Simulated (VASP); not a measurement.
Runs of VASP 6.6.1 on KCl. The structure is that of space group I4/mmm (No. 139), or close to it. The cells are those of the table. 

```tsv
cell	gap on the mesh (eV)	pressure (GPa)
a = 4.565, b = 4.565, c = 4.664 Å, angles 59.3, 59.3, 61.4°, 2 atoms	(b)	(a)
a = 4.531, b = 4.531, c = 4.597 Å, angles 59.5, 59.5, 61.0°, 2 atoms	5.59	-1.1
a = 4.599, b = 4.599, c = 4.731 Å, angles 59.0, 59.0, 61.9°, 2 atoms	5.40	-1.7
a = 4.332, b = 4.332, c = 4.196 Å, angles 61.0, 61.0, 57.9°, 2 atoms	(c)	3.2
a = 4.582, b = 4.582, c = 4.698 Å, angles 59.2, 59.2, 61.7°, 2 atoms	5.44	-1.5
```

Alike in all rows: task single point; level r2SCAN; potentials or basis VASP PAW PBE potentials, release 64 (K_sv, Cl); no spin polarisation; k mesh 6 × 6 × 6; cutoff (eV) 520; smearing gaussian 0.05 eV.

Estimate the missing entries.

(a) -1.4; (b) 5.49; (c) 6.20.

Caveats: the PAW data sets were made with another functional, which shifts forces and pressure a little.

